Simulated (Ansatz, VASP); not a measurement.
## One calculation of MgO, two programs

```
Mg O
1.0
     0.00000    2.35112    2.35112
     2.35112    0.00000    2.35112
     2.35112    2.35112    0.00000
Mg O
1 1
Cartesian
  0.0000 0.0000 0.0000
  1.1756 1.1756 1.1756
```

Change from the starting cell: volume scaled by 1.06, PAW files.

Alike in both runs: task electric field gradients; functional PBE; k mesh 13 × 13 × 13; occupations fermi-dirac, width 0.08 eV; no spin polarisation.

|  | VASP | Ansatz |
| --- | --- | --- |
| version | VASP 6.6.1 | Ansatz 0.2.0 |
| potentials or method | VASP PAW PBE potentials, release 64 (Mg, O) | PAW with Ansatz's default frozen-core files, scalar-relativistic |
| plane-wave cutoff (eV) | 520 | 420 |
| valence electrons in the cell | 8 | 16 |

VASP gave:

| Quantity | Value |
| --- | --- |
| gap on the k mesh at the Fermi level (eV) | 3.16 |
| pressure (GPa) | -6.3 |

Task: Which values does Ansatz return?

Result: gap on the k mesh at the Fermi level (eV): 3.17; pressure (GPa): -5.9.

The functional is the same, so the differences come from potentials, cutoffs and numerics. VASP's potentials hold 8 valence electrons a cell and Ansatz's 16, so a difference there can come from the potentials and not from the codes.
